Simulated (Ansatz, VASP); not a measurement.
# Two plane-wave programs on Hf

Contents of INCAR:

```
PREC = Accurate
ENCUT = 600
EDIFF = 1E-6
ISMEAR = 0
SIGMA = 0.1
LREAL = False
LASPH = True
NELM = 100
ALGO = Fast
ISIF = 3
LWAVE = False
LCHARG = False
GGA = PE
IBRION = 2
NSW = 80
EDIFFG = -0.002
```

KPOINTS

```
Automatic mesh
0
Gamma
  16 16 10
```

POSCAR

```
Hf
1.0
    3.1967000000      0.0000000000      0.0000000000
   -1.5983500000      2.7684234083      0.0000000000
    0.0000000000      0.0000000000      5.0578000000
Hf
2
Direct
    0.3333333333      0.6666666667      0.2500000000
    0.6666666667      0.3333333333      0.7500000000
```

Input for Ansatz:

```yaml
crystal:
  lattice:
    - [3.1967, 0.0, 0.0]
    - [-1.59835, 2.7684234083, 0.0]
    - [0.0, 0.0, 5.0578]
  atoms:
    - { symbol: Hf, position: [0.3333333333, 0.6666666667, 0.25] }
    - { symbol: Hf, position: [0.6666666667, 0.3333333333, 0.75] }
scf:
  occupations: { method: gaussian, width: 0.1 }
output:
  forces: true
  stress: true
  eigenvalues: true
  write_density: true
  write_potential: true
  elf: true
  volumetric_format: npy
hamiltonian:
  xc: pbe
kpoints:
  mp_grid: { grid: [16, 16, 10] }
basis:
  ecutwfc: 420
relax:
  f_tol: 0.002
  max_steps: 60
  cell: { stress_tol: 0.05 }
```

Alike in both runs: task relaxation of cell and atoms; functional PBE; k mesh 16 × 16 × 10; occupations gaussian, width 0.1 eV; no spin polarisation.

|  | VASP | Ansatz |
| --- | --- | --- |
| version | VASP 6.6.1 | Ansatz 0.2.0 |
| potentials or method | VASP PAW PBE potentials, release 64 (Hf_pv), cutoff 600 eV | scalar-relativistic, plane waves, PAW |
| valence electrons in the cell | 20 | 52 |

|  | VASP | Ansatz | Ansatz less VASP |
| --- | --- | --- | --- |
| gap on the k mesh at the Fermi level, each at its own relaxed structure (eV) | none | none | - |
| relaxed volume (Å³/atom) | 22.45 | 22.54 | +0.095 |
| relaxed cell length with the largest relative difference (Å) | 5.057 | 5.068 | +0.0108 |

A gap of «none» marks a metal or a gap that the smearing closes. VASP's potentials hold 20 valence electrons a cell and Ansatz's 52, so a difference there can come from the potentials and not from the codes.

Spin-orbit coupling is off throughout.
